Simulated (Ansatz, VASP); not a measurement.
# Co in VASP and in Ansatz

```
Co
1.0
     2.48716    0.00000    0.00000
    -1.24358    2.15394    0.00000
     0.00000    0.00000    8.05972
Co
4
Cartesian
  0.0000 0.0000 8.0597
  0.0000 0.0000 4.0299
  0.0000 1.4360 2.0149
  1.2436 0.7180 6.0448
```

Alike in both runs: task single point; functional PBEsol; k mesh 16 × 16 × 5; occupations fermi-dirac, width 0.05 eV; collinear spin.

|  | VASP | Ansatz |
| --- | --- | --- |
| version | VASP 6.6.1 | Ansatz 0.2.0 |
| potentials or method | VASP PAW PBE potentials, release 64 (Co), cutoff 520 eV | plane waves (420 eV) with PAW, scalar-relativistic |
| valence electrons in the cell | 36 | 68 |

Ansatz gave:

| Item | Value |
| --- | --- |
| pressure (GPa) | -8.6 |
| traceless stress, the component that is largest in VASP (GPa) | 0.16 |
| net moment per atom (μB) | 1.61 |
| size of the moment on the site where the two differ most (μB) | 1.69 |

Problem. Which values does VASP return?

Solution. Pressure (GPa): -9.3; traceless stress, the component that is largest in VASP (GPa): 0.17; net moment per atom (μB): 1.60; size of the moment on the site where the two differ most (μB): 1.63.

VASP's potentials were made for PBE, not for PBEsol, and Ansatz warns of the same on its side. Site moments also hang on the region over which each program counts them. VASP's potentials hold 36 valence electrons a cell and Ansatz's 68, so a difference there can come from the potentials and not from the codes.
